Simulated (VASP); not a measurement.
# C (P6_3/mmc) in VASP: further runs

C is run at these levels: PBE; tasks: single point.

The COD entry that gives the cell may itself be a prediction, so a difference from it is no test against experiment.

Everything below comes from runs of VASP 6.6.1. Logs are shortened: lines on timing, memory, paths and dates and some standing lists are left out, and cuts for length are marked.

### 1 The cell of the first run

It takes space group P6_3/mmc (No. 194, hexagonal). Conventional cell: a = 2.493 Å, b = 2.493 Å, c = 8.305 Å, α = 90.00°, β = 90.00°, γ = 120.00°. Within 2.0 Å of C (site symmetry 3m) lie 4 C at 1.53 to 1.54 Å. C (site symmetry 3m) has 4 C at 1.53 to 1.57 Å within 2.0 Å.

### 2 Single point, PBE (strain -0.0100 x Voigt [1, 1, 0, 0, 0, 0])

File INCAR:

```
  ALGO = Normal
  EDIFF = 1E-6
  ENCUT = 520
  GGA = PE
  ISIF = 2
  ISMEAR = 0
  LASPH = True
  LCHARG = False
  LREAL = False
  LWAVE = False
  NBANDS = 26
  NELM = 60
  PREC = Accurate
  SIGMA = 0.05
```

File KPOINTS:

```
k-points
0
Gamma
  12 12 4
```

File POSCAR:

```
C
1.0
    2.4928383066      0.0000000000      0.0000000000
   -1.2464191533      2.1588613010      0.0000000000
    0.0000000000      0.0000000000      8.3045881819
C
8
Direct
    0.0000000000      0.0000000000      0.0929681641
    0.0000000000      0.0000000000      0.5929681641
    0.0000000000      0.0000000000      0.4070318359
    0.0000000000      0.0000000000      0.9070318359
    0.3333333333      0.6666666667      0.1555285626
    0.6666666667      0.3333333333      0.6555285626
    0.3333333333      0.6666666667      0.3444714374
    0.6666666667      0.3333333333      0.8444714374
```

Potentials or basis: VASP PAW PBE potentials, release 64 (C).

On the command line:

```
$ cat potpaw_PBE.64/C/POTCAR > POTCAR
$ mpirun -np 1 vasp_std > vasp.out
```

OUTCAR:

```text
EDIFF = 1E-6
   ENCUT = 520
   GGA = PE
   ISIF = 2
   ISMEAR = 0
   LASPH = True
   LREAL = False
   NELM = 60
   PREC = Accurate

 ion  position               nearest neighbor table
   1  0.000  0.000  0.093-   5 1.53   5 1.53   5 1.53   4 1.54
   2  0.000  0.000  0.593-   6 1.53   6 1.53   6 1.53   3 1.54
   3  0.000  0.000  0.407-   7 1.53   7 1.53   7 1.53   2 1.54
   4  0.000  0.000  0.907-   8 1.53   8 1.53   8 1.53   1 1.54
   5  0.333  0.667  0.156-   1 1.53   1 1.53   1 1.53   7 1.57
   6  0.667  0.333  0.656-   2 1.53   2 1.53   2 1.53   8 1.57
   7  0.333  0.667  0.344-   3 1.53   3 1.53   3 1.53   5 1.57
   8  0.667  0.333  0.844-   4 1.53   4 1.53   4 1.53   6 1.57

  LATTYP: Found a hexagonal cell.
 ALAT       =     2.4928383066
 C/A-ratio  =     3.3313785976

  Lattice vectors:

 A1 = (   2.4928383066,   0.0000000000,   0.0000000000)
 A2 = (  -1.2464191533,   2.1588613010,   0.0000000000)
 A3 = (   0.0000000000,   0.0000000000,   8.3045881819)

Analysis of symmetry for initial positions (statically):
=====================================================================
 Subroutine PRICEL returns:
 Original cell was already a primitive cell.

 Routine SETGRP: Setting up the symmetry group for a
 hexagonal supercell.

 Subroutine GETGRP returns: Found 24 space group operations
 (whereof 12 operations were pure point group operations)
 out of a pool of 24 trial point group operations.

The static configuration has the point symmetry D_3d.
 The point group associated with its full space group is D_6h.

Analysis of symmetry for dynamics (positions and initial velocities):
=====================================================================
 Subroutine PRICEL returns:
 Original cell was already a primitive cell.

 Routine SETGRP: Setting up the symmetry group for a
 hexagonal supercell.

 Subroutine GETGRP returns: Found 24 space group operations
 (whereof 12 operations were pure point group operations)
 out of a pool of 24 trial point group operations.

The dynamic configuration has the point symmetry D_3d.
 The point group associated with its full space group is D_6h.

 Subroutine INISYM returns: Found 24 space group operations
 (whereof 12 operations are pure point group operations),
 and found     1 'primitive' translations

----------------------------------------------------------------------------------------

[... 103 lines left out ...]
   NELM   =     60;   NELMIN=  2; NELMDL= -5     # of ELM steps
   EDIFF  = 0.1E-05   stopping-criterion for ELM
   LREAL  =      F    real-space projection
   EDIFFG = 0.1E-04   stopping-criterion for IOM
   NSW    =      0    number of steps for IOM
   IBRION =     -1    ionic relax: 0-MD 1-quasi-New 2-CG
   NFREE  =      0    steps in history (QN), initial steepest desc. (CG)
   ISIF   =      2    stress and relaxation
   ISYM   =      2    0-nonsym 1-usesym 2-fastsym
   POTIM  = 0.5000    time-step for ionic-motion
   TEBEG  =    0.0;   TEEND  =   0.0 temperature during run
   PSTRESS=    0.0 pullay stress
   NELECT =      32.0000    total number of electrons
   NUPDOWN=      -1.0000    fix difference up-down
   EMIN   =  10.00;   EMAX   =-10.00  energy-range for DOS
   EFERMI =   0.00;   METHOD = LEGACY
   ISMEAR =     0;   SIGMA  =   0.05  broadening in eV -4-tet -1-fermi 0-gaus
   EFERMI_NEDOS =   21; number of points for ismear=-14 and -15
   IALGO  =     38    algorithm
   IMIX   =      4    mixing-type and parameters
     AMIX     =   0.40;   BMIX     =  1.00
     AMIX_MAG =   1.60;   BMIX_MAG =  1.00
  volume/ion in A,a.u.               =       5.59        37.70
  Fermi-wavevector in a.u.,A,eV,Ry     =   1.464578  2.767651 29.184343  2.144989
  Thomas-Fermi vector in A             =   2.580537
   LORBIT       =      0    0 simple, 1 ext, 2 COOP (PROOUT), +10 PAW based schemes
   GGA     = PE    functional components
   LHFCALC =     F    Hartree Fock is set to
   AEXX    =    0.0000 exact exchange contribution
   IVDW    =     0    specifies the selected vdW correction
   LEPSILON=     F    determine dielectric tensor
   LRPA    =     F    only Hartree local field effects (RPA)
 non-spin polarized calculation
 Gauss-broadening in eV      SIGMA  =   0.05
  energy-cutoff  :      520.00
  volume of cell :       44.69
 maximum number of plane-waves:      1225
 NGX is ok and might be reduce to    20
   NGX =  9   NGY =  9   NGZ = 31

 number of electron      31.9999996 magnetization

 Free energy of the ion-electron system (eV)
  ---------------------------------------------------
  ext. energy  EPLUGINS =         0.00000000
  ---------------------------------------------------
  free energy    TOTEN  =       -72.62755986 eV

  energy without entropy =      -72.62755986  energy(sigma->0) =      -72.62755986

 E-fermi :  10.3007     XC(G=0): -13.3259

 val. band max:       10.0810763316   @ k =   0.0000   0.0000   0.0000
 cond. band min:      14.7600003959   @ k =   0.4167   0.0000   0.0000
 fundamental gap:      4.6789240643
 Fermi energy:        10.3007258833

 k-point     1 :       0.0000    0.0000    0.0000
  band No.  band energies     occupation
      1     -11.7468      2.00000
      2     -10.1129      2.00000
      3     -10.0063      2.00000
      4      -6.1333      2.00000
      5      -3.5928      2.00000
      6       3.0496      2.00000
[... 685 lines left out ...]
     25      20.7418      0.00000
     26      22.3008      0.00000

 [... further k-points ...]
[... 5 lines left out ...]
  --------------------------------------------------------------------------------------
  -------------------------------------------------------------------------------------
  Total        3.9155535      3.9155535      0.3952119      0.0000000      0.0000000      0.0000000
  in kB      140.3675724    140.3675724     14.1678415      0.0000000      0.0000000      0.0000000
  external PRESSURE =      98.3009955 kB  Pullay stress =       0.0000000 kB

 VOLUME and BASIS-vectors are now :
 -----------------------------------------------------------------------------
  energy-cutoff  :      520.00
  volume of cell :       44.69
      direct lattice vectors                 reciprocal lattice vectors
     2.492838307  0.000000000  0.000000000     0.401149163  0.231603577  0.000000000
    -1.246419153  2.158861301  0.000000000     0.000000000  0.463207154  0.000000000
     0.000000000  0.000000000  8.304588182     0.000000000  0.000000000  0.120415363

 POSITION                                       TOTAL-FORCE (eV/Angst)
 -----------------------------------------------------------------------------------
      0.00000      0.00000      0.77206         0.000000     -0.000000     -0.028187
      0.00000      0.00000      4.92436        -0.000000      0.000000     -0.028187
      0.00000      0.00000      3.38023        -0.000000     -0.000000      0.028187
      0.00000      0.00000      7.53253        -0.000000      0.000000      0.028187
     -0.00000      1.43924      1.29160         0.000000     -0.000000      0.056333
      1.24642      0.71962      5.44389         0.000000     -0.000000      0.056333
     -0.00000      1.43924      2.86069        -0.000000     -0.000000     -0.056333
      1.24642      0.71962      7.01299         0.000000      0.000000     -0.056333
 -----------------------------------------------------------------------------------
    total drift:                                0.000000     -0.000000      0.000000

  FREE ENERGIE OF THE ION-ELECTRON SYSTEM (eV)
  ---------------------------------------------------
  free  energy   TOTEN  =       -72.6275598583 eV

  energy  without entropy=      -72.6275598583  energy(sigma->0) =      -72.62755986
```

stdout:

```text
POSCAR found type information on POSCAR C
 POSCAR found :  1 types and       8 ions
 scaLAPACK will be used
 LDA part: xc-table for (Slater+PW92), standard interpolation
 POSCAR, INCAR and KPOINTS ok, starting setup
 FFT: planning ... GRIDC
 FFT: planning ... GRID_SOFT
 FFT: planning ... GRID
 WAVECAR not read
 entering main loop
```

It took 63 s on 1 thread of Intel Xeon Platinum 8259CL at 2.50GHz (Skylake/Cascade Lake), shared host; peak memory 0.18 GiB.

Results:

```
Free energy            : -72.6276 eV
Pressure               : 9.8 GPa
Largest force          : 0.056 eV/Å
Band gap on the k mesh : 4.68 eV, indirect (least direct gap 5.27 eV)
```

Forces in eV/Å, atoms in the order of the input:
```
C    0.000  0.000 -0.028
C    0.000  0.000 -0.028
C    0.000  0.000  0.028
C    0.000  0.000  0.028
C    0.000  0.000  0.056
C    0.000  0.000  0.056
C    0.000  0.000 -0.056
C    0.000  0.000 -0.056
```

Stress tensor (GPa, compression positive):
```
14.04  0.00  0.00
 0.00 14.04  0.00
 0.00  0.00  1.42
```

Caveat: the cell differs from its parent crystal (strain -0.0100 x Voigt [1, 1, 0, 0, 0, 0]).

(Part 1 of 2 ends here.)
